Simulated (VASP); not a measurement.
Write the native input for VASP 6.6.1 that does the following.

* Task: single point
* Functional: PBE
* Potentials or basis: VASP PAW PBE potentials, release 64 (Si, C)
* Cutoff: 520 eV
* k mesh: 10 × 10 × 6
* Occupations: gaussian, width 0.05 eV
* Spin: no spin polarisation
* Dipole correction: no
* Further INCAR settings: ALGO = Normal; EDIFF = 1e-06; NBANDS = 16

The structure of SiC lies in POSCAR:

```
SiC
1.0
    0.0000000000     -2.1898640950     -2.1898640950
    0.0000000000      2.1898640950     -2.1898640950
    4.3797281900      0.0000000000      0.0000000000
Si C
2 2
Direct
    0.5085621752      0.4914378248      0.5000000000
   -0.0085621752      0.0085621752      0.0000000000
    1.0056285787      0.5056285787      0.2500000000
    0.4943714213     -0.0056285787      0.7500000000
```

This cell differs from its parent crystal: atoms displaced along a vibrational mode.

The input as run:

INCAR

```
  PREC = Accurate
  ENCUT = 520
  EDIFF = 1E-6
  ISMEAR = 0
  SIGMA = 0.05
  LREAL = False
  LASPH = True
  NELM = 60
  ALGO = Normal
  ISIF = 2
  LWAVE = False
  LCHARG = True
  GGA = PE
  LELF = True
  LVHAR = True
  NBANDS = 16
```

KPOINTS

```
Automatic mesh
0
Gamma
  10 10 6
```

Potentials or basis: VASP PAW PBE potentials, release 64 (Si, C).

Launch:

```sh
$ cat potpaw_PBE.64/Si/POTCAR potpaw_PBE.64/C/POTCAR > POTCAR
$ mpirun -np 1 vasp_std > vasp.out
```

Results of the run:

```yaml
Pressure: -0.1 GPa
Largest_force: 0.503 eV/Å
Band_gap_on_the_k_mesh: 1.36 eV
```

Caveat: the cell differs from its parent crystal (atoms displaced along a vibrational mode).

It took 66 s on 1 thread of Intel Xeon 6455B, on a shared host, peak memory 0.2 GiB.
